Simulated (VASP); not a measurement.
Wanted: the native input for a VASP 6.6.1 run.

```yaml
Task: relaxation of cell and atoms
Functional: PBE
Potentials_or_basis: VASP PAW PBE potentials, release 64 (Sn_d, Se)
Cutoff: 600 eV
k_mesh: 4 × 4 × 4
Occupations: gaussian, width 0.1 eV
Spin: no spin polarisation
Dipole_correction: no
Further_INCAR_settings: ALGO = Normal; EDIFF = 1e-07; IBRION = 2; EDIFFG = -0.04; NSW = 90; ISIF = 3
```

The structure of Sn2Se lies in POSCAR:

```
Sn2Se
1.0
    4.1734417300      0.0000000000      0.0000000000
    0.0000000000      4.1734417300      0.0000000000
    0.0000000000      0.0000000000      4.8087400400
Sn Se
2 1
Direct
    0.0000000000      0.5000000000      0.5000000000
    0.5000000000      0.0000000000      0.5000000000
    0.5000000000      0.5000000000      0.5000000000
```

The cell was generated, and may not be a known phase.

These files were run (other wordings do the same):

INCAR

```
PREC = Accurate ; ENCUT = 600
EDIFF = 1E-7 ; ISMEAR = 0
SIGMA = 0.1 ; LREAL = F
LASPH = T ; NELM = 80
ALGO = Normal ; ISIF = 3
LWAVE = F ; LCHARG = F
GGA = PE ; IBRION = 2
NSW = 90 ; EDIFFG = -0.04
```

KPOINTS

```
regular mesh
0
Gamma
  4 4 4
```

Potentials or basis: VASP PAW PBE potentials, release 64 (Sn_d, Se).

Launch:

```console
$ cat potpaw_PBE.64/Sn_d/POTCAR potpaw_PBE.64/Se/POTCAR > POTCAR
$ mpirun -np 1 vasp_std > vasp.out
```

It gave:

```yaml
Relaxed_volume: 32.38 Å³/atom
Relaxed_cell: a = 5.802 Å, b = 5.802 Å, c = 2.886 Å, α = 90.00°, β = 90.00°, γ = 90.00°
Space_group_after_relaxing_to_0.1_Å: P4/mmm (No. 123)
Pressure_after_relaxing: 0.0 GPa
Band_gap_on_the_k_mesh: zero (bands 17 and 18 overlap by 2.95 eV)
```

Caveat: the k points lie up to 0.54 Å⁻¹ apart in the final cell, too coarse for converged energies and pressures of a metal; the volume moved by over 15 % at a fixed basis, so the end points are rough; spin-orbit coupling is left out, which moves the levels of the heavy elements.

Wall time 25 min on 1 thread of Intel Xeon 8259CL, on a shared host, peak memory 0.26 GiB.
